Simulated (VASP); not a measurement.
W: elastic constants with LDA

W:

```
CELL_PARAMETERS angstrom
-1.56010 1.56010 1.56010
1.56010 -1.56010 1.56010
1.56010 1.56010 -1.56010
ATOMIC_POSITIONS crystal
W 0.00000 0.00000 0.00000
```

```json
{
 "Program": "VASP 6.6.1",
 "Task": "elastic constants",
 "Functional": "LDA",
 "Potentials or basis": "VASP PAW LDA potentials, release 64 (W_sv)",
 "Cutoff": "600 eV",
 "k mesh": "20 × 20 × 20",
 "Occupations": "fermi-dirac, width 0.15 eV",
 "Spin": "no spin polarisation",
 "Dipole correction": "no",
 "Ions in elastic constants": "relaxed",
 "Further INCAR settings": "ALGO = Normal; EDIFF = 1e-08; NBANDS = 13; IBRION = 6; POTIM = 0.015; NSW = 1; ISIF = 3"
}
```

```yaml
Elastic_constants_C11_C12_C44: 599, 237, 163 GPa
Voigt_bulk_modulus: 358 GPa
```

Elastic tensor in Voigt notation (GPa, in the Cartesian axes of the cell as first typed):
```
599 237 237   0   0   0
237 599 237   0   0   0
237 237 599   0   0   0
  0   0   0 163   0   0
  0   0   0   0 163   0
  0   0   0   0   0 163
```

Clamped-ion elastic tensor (GPa):
```
599 237 237   0   0   0
237 599 237   0   0   0
237 237 599   0   0   0
  0   0   0 163   0   0
  0   0   0   0 163   0
  0   0   0   0   0 163
```

Wall time 12 min on 1 thread of Intel(R) Xeon(R) 6975P-C (Granite Rapids), with other jobs on the host, peak memory 0.88 GiB.

Caveat: the cell is under stress, which shifts elastic constants.
